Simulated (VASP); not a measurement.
**CF4: single point with PBE+D3(BJ)**

The system is CF4.

```
CELL_PARAMETERS angstrom
8.99588 0.00000 0.00000
0.00000 8.99588 0.00000
0.00000 0.00000 8.99588
ATOMIC_POSITIONS crystal
C 0.23985 0.57635 0.24065
C 0.07296 0.47157 0.71442
C 0.64897 0.87223 0.63880
C 0.78676 0.79679 0.07727
C 0.36185 0.12392 0.03961
C 0.80560 0.32452 0.15869
C 0.13387 0.97838 0.65347
C 0.49574 0.41541 0.63865
F 0.17957 0.51646 0.12028
F 0.29621 0.49280 0.35305
F 0.33200 0.67147 0.18882
F 0.10831 0.64189 0.31449
F 0.19692 0.44069 0.80565
F 0.95946 0.41099 0.75866
F 0.07021 0.61348 0.68988
F 0.12088 0.41480 0.57846
F 0.77730 0.80987 0.67654
F 0.55099 0.86741 0.75711
F 0.69275 0.00532 0.58842
F 0.57486 0.80071 0.52269
F 0.77542 0.92665 0.99951
F 0.68067 0.78244 0.18610
F 0.75550 0.68466 0.98407
F 0.93392 0.80244 0.12180
F 0.43498 0.25177 0.07047
F 0.25863 0.14021 0.94575
F 0.46525 0.02986 0.97610
F 0.31240 0.07929 0.17514
F 0.89838 0.28738 0.28551
F 0.73067 0.21391 0.12420
F 0.71673 0.45374 0.17962
F 0.91107 0.34171 0.03585
F 0.99196 0.00642 0.59764
F 0.19259 0.87626 0.55549
F 0.21251 0.11306 0.63400
F 0.12652 0.91841 0.78419
F 0.59260 0.46818 0.72712
F 0.41718 0.30816 0.70715
F 0.39722 0.51346 0.60148
F 0.54806 0.35695 0.51182
```

| Property | Result |
| --- | --- |
| Program | VASP 6.6.1 |
| Task | single point |
| Functional | PBE |
| Dispersion | D3(BJ) |
| Potentials or basis | VASP PAW PBE potentials, release 64 (C, F) |
| Cutoff | 520 eV |
| k mesh | 1 × 1 × 1 |
| Occupations | fermi-dirac, width 0.05 eV |
| Spin | no spin polarisation |

```json
{
  "Pressure": "0.2 GPa",
  "Largest force": "8.055 eV/Å",
  "Band gap on the k mesh": "7.57 eV",
  "Dispersion energy per atom": "-0.029 eV"
}
```

Forces in eV/Å, atoms in the order of the input:
```
C   -4.043  0.280  2.313
C    7.507 -0.151 -2.915
C   -0.834 -0.517 -0.798
C    0.139  0.753 -0.663
C    3.192 -0.193  1.987
C    4.309  2.867  0.500
C   -0.589  0.873 -4.416
C   -2.616 -2.308 -1.247
F   -0.061 -1.999 -0.064
F    0.050 -0.105 -2.115
F    1.956  1.989  0.373
F    2.075 -0.155 -0.928
F   -1.689  0.414  0.419
F   -4.458 -1.824  1.752
F   -1.054  2.274  0.695
F   -1.044 -0.639  0.209
F   -0.154 -1.474  0.330
F    1.161  0.656 -1.174
F   -1.386  0.797  0.360
F    1.019  0.368  1.075
F   -0.861 -0.230  0.492
F    1.577  0.871 -0.200
F    0.880 -0.169 -0.148
F   -1.711 -1.103  0.416
F   -0.052  0.586 -0.506
F   -2.608  0.628 -1.553
F   -0.593  0.013  1.022
F   -0.120 -0.851 -0.660
F   -1.949  1.365 -1.890
F   -2.649 -2.679 -0.380
F    2.017 -2.385 -0.116
F   -1.685  0.691  2.168
F    1.064  0.078  1.018
F    0.218  0.693  0.814
F   -0.889 -2.193  1.223
F    0.309  0.474  1.177
F    2.698  1.057  1.487
F    0.510 -1.284  0.715
F   -0.936  2.733 -0.469
F    1.298 -0.205 -0.303
```

Stress tensor (GPa, compression positive):
```
-0.28  0.96  1.07
 0.96  2.15  0.15
 1.07  0.15 -1.21
```

Levels at points of the mesh, in eV from the valence-band top:
```csv
k point,band 124,band 125,band 126,band 127,band 128,band 129,band 130,band 131,band 132,band 133
"(0.00, 0.00, 0.00)",-0.51,-0.36,-0.27,-0.11,0.00,7.57,8.51,9.36,9.41,9.51
```

Run time: 100 s on 1 thread of Intel(R) Xeon(R) 6975P-C (Granite Rapids) (shared host), peak memory 0.62 GiB.

Caveat: the k points lie up to 0.70 Å⁻¹ apart.
